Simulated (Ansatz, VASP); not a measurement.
## One calculation of Bi2Te3, two programs

```
Bi Te
1.0
     2.18567    1.26189   10.13167
    -2.18567    1.26189   10.13167
     0.00000   -2.52379   10.13167
Bi Te
2 3
Cartesian
  0.0000 0.0000 12.1580
  0.0000 0.0000 18.2370
  0.0000 0.0000 0.0000
  0.0000 0.0000 6.3678
  0.0000 0.0000 24.0273
```

Change from the starting cell: volume scaled by 0.99, crystal datasets.

Alike in both runs: task electric field gradients; functional PBEsol; k mesh 7 × 7 × 7; occupations fermi-dirac, width 0.08 eV; no spin polarisation.

|  | VASP | Ansatz |
| --- | --- | --- |
| version | VASP 6.6.1 | Ansatz 0.2.0 |
| potentials or method | VASP PAW PBE potentials, release 64 (Bi_d, Te), cutoff 520 eV | all-electron PAW with datasets made for the crystal, scalar-relativistic |

```tsv
	VASP	Ansatz	Ansatz less VASP
pressure (GPa)	-0.1	-0.1	0.00
traceless stress, the component that is largest in VASP (GPa)	-0.18	-0.18	-0.002
rms of the force components (eV/Å)	0.013	0.020	+0.0066
size of Vzz on the site where it differs most (V/Å²)	92.6	97.5	+4.89
```

VASP's potentials were made for PBE, not for PBEsol. Atom by atom the forces differ by 0.007 eV/Å (rms over components). Ansatz ran all-electron here, and VASP with PAW potentials.

Spin-orbit coupling is off throughout.
